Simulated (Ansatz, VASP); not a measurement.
**One calculation of Tl3Ge2H, two programs**

```
Tl Ge H
1.0
     7.70415    0.00000    0.00000
    -3.85207    6.67199    0.00000
     0.00000    0.00000    3.83003
Tl Ge H
3 2 1
Direct
  0.50000 0.50000 0.50000
  0.50000 0.00000 0.50000
  0.00000 0.50000 0.50000
  0.66667 0.33333 0.00000
  0.33333 0.66667 0.00000
  0.00000 0.00000 0.00000
```

Change from the starting cell: species swapped into the EuCu3Pd2 type (P6/mmm, No. 191).

Alike in both runs: functional PBE; k mesh 6 × 6 × 10; occupations gaussian, width 0.1 eV; no spin polarisation.

Ansatz relaxed the structure, and its values are those at the end. VASP's run is a single point on that final structure, the one shown.

|  | VASP | Ansatz |
| --- | --- | --- |
| version | VASP 6.6.1 | Ansatz 0.2.0 |
| potentials or method | VASP PAW PBE potentials, release 64 (Tl_d, Ge_d, H), cutoff 520 eV | scalar-relativistic, plane waves, PAW |
| valence electrons in the cell | 68 | 68 |

```csv
,VASP,Ansatz,Ansatz less VASP
gap on the k mesh at the Fermi level (eV),none,none,-
pressure (GPa),0.0,0.0,+0.03
```

A gap of «none» marks a metal or a gap that the smearing closes. The functional is the same, so the differences come from potentials, cutoffs and numerics.

Spin-orbit coupling is off throughout.
